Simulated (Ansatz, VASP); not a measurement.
## Two plane-wave programs on Lu

The input POSCAR:

```
Lu
1.0
    3.5048186286      0.0000000000      0.0000000000
   -1.7524093143      3.0352619680      0.0000000000
    0.0000000000      0.0000000000      5.4696750779
Lu
2
Direct
    0.3333333333      0.6666666667      0.2500000000
    0.6666666667      0.3333333333      0.7500000000
```

Contents of INCAR.step1:

```
PREC     = Accurate       # precision mode
ENCUT    = 520            # plane-wave cutoff, eV
ISMEAR   = 1              # smearing method
SIGMA    = 0.03           # smearing width, eV
LREAL    = F              # projectors in reciprocal space
LASPH    = T              # aspherical terms in the spheres
NELM     = 100            # most SCF steps
NBANDS   = 32             # bands
GGA      = PE             # functional
ALGO     = Normal         # electronic algorithm
EDIFF    = 1E-4           # SCF threshold, eV
LWAVE    = T              # write WAVECAR
LCHARG   = F              # write CHGCAR
```

INCAR.step2

```
PREC     = Accurate       # precision mode
ENCUT    = 520            # plane-wave cutoff, eV
EDIFF    = 1E-6           # SCF threshold, eV
ISMEAR   = 1              # smearing method
SIGMA    = 0.03           # smearing width, eV
LREAL    = F              # projectors in reciprocal space
LASPH    = T              # aspherical terms in the spheres
NELM     = 100            # most SCF steps
ALGO     = Normal         # electronic algorithm
ISIF     = 2              # what is computed and relaxed
LWAVE    = F              # write WAVECAR
LCHARG   = F              # write CHGCAR
METAGGA  = R2SCAN         # meta-GGA
LMIXTAU  = T            
NBANDS   = 32             # bands
ISTART   = 1
```

KPOINTS

```
Automatic mesh
0
Gamma
  10 10 6
```

Input for Ansatz:

```yaml
crystal:
  lattice:
    - [3.5048186286, 0.0, 0.0]
    - [-1.7524093143, 3.035261968, 0.0]
    - [0.0, 0.0, 5.4696750779]
  atoms:
    - { symbol: Lu, position: [0.3333333333, 0.6666666667, 0.25] }
    - { symbol: Lu, position: [0.6666666667, 0.3333333333, 0.75] }
hamiltonian:
  xc: r2scan
  pseudopotentials:
    kind: paw
    azcp:
      Lu: "pseudopotentials/Lu.paw.azcp"
basis:
  ecutwfc: 500
  fft_grid_basis: typed
kpoints:
  mp_grid: { grid: [10, 10, 6], shift: [0, 0, 0] }
magnetization:
  spin_polarized: false
scf:
  occupations: { method: methfessel_paxton, width: 0.03 }
  lower_state_search: "off"
output:
  stress: true
```

Alike in both runs: task single point; functional r2SCAN; k mesh 10 × 10 × 6; occupations methfessel-paxton of order 1, width 0.03 eV; no spin polarisation.

|  | VASP | Ansatz |
| --- | --- | --- |
| version | VASP 6.6.1 | Ansatz 0.2.0 |
| potentials or method | VASP PAW PBE potentials, release 64 (Lu), cutoff 520 eV | plane waves (500 eV) with PAW, scalar-relativistic |
| valence electrons in the cell | 50 | 50 |

VASP gave:

- pressure (GPa): -0.1
- traceless stress, the component that is largest in VASP (GPa): -0.41

Estimate Ansatz's values.

pressure (GPa): -0.4; traceless stress, the component that is largest in VASP (GPa): -0.42.

VASP's potentials were made for PBE, not for r2SCAN.

Spin-orbit coupling is off throughout.
